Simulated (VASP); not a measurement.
Write the native input for VASP 6.6.1 that does the following.

```
Task                   : relaxation of cell and atoms
Functional             : PBE
Potentials or basis    : VASP PAW PBE potentials, release 64 (Ge_d)
Cutoff                 : 600 eV
k mesh                 : 6 × 6 × 6
Occupations            : fermi-dirac, width 0.02 eV
Spin                   : no spin polarisation
Target pressure        : 10 GPa
Dipole correction      : no
Further INCAR settings : ALGO = Normal; EDIFF = 1e-06; IBRION = 2; EDIFFG = -0.02; NSW = 50; ISIF = 3
```

The structure of Ge lies in POSCAR:

```
Ge
1.0
    0.0000000000      2.8289100000      2.8289100000
    2.8289100000      0.0000000000      2.8289100000
    2.8289100000      2.8289100000      0.0000000000
Ge
2
Direct
    0.0000000000      0.0000000000      0.0000000000
    0.2500000000      0.2500000000      0.2500000000
```

These files were run (other wordings do the same):

INCAR

```
SYSTEM = Ge
ALGO = Normal ; EDIFF = 1E-6
EDIFFG = -0.02 ; ENCUT = 600
GGA = PE ; IBRION = 2
ISIF = 3 ; ISMEAR = -1
LASPH = .TRUE. ; LCHARG = .FALSE.
LREAL = .FALSE. ; LWAVE = .FALSE.
NELM = 60 ; NSW = 50
PREC = Accurate ; PSTRESS = 100.0
SIGMA = 0.02
```

KPOINTS

```
k-points
0
G
  6 6 6
  0 0 0
```

Potentials or basis: VASP PAW PBE potentials, release 64 (Ge_d).

Launch:

```bash
$ cat potpaw_PBE.64/Ge_d/POTCAR > POTCAR
$ mpirun -np 1 vasp_std > vasp.out
```

Results of the run:

- Relaxed volume: 21.05 Å³/atom
- Relaxed cell: a = 3.905 Å, b = 3.905 Å, c = 3.905 Å, α = 60.00°, β = 60.00°, γ = 60.00°
- Space group after relaxing (to 0.05 Å): Fd-3m (No. 227)
- Energy change on relaxing (the enthalpy is what falls): +64.7 meV/atom
- Ionic steps: 6
- Pressure after relaxing: 10.0 GPa
- Band gap on the k mesh: 0.42 eV, indirect (least direct gap 0.72 eV)

Caveat: the cell is relaxed towards a set pressure, so the enthalpy falls and the energy may rise.

It took 38 s on 1 thread of Intel(R) Xeon(R) Platinum 8559C (Emerald Rapids) (shared host), peak memory 0.18 GiB.
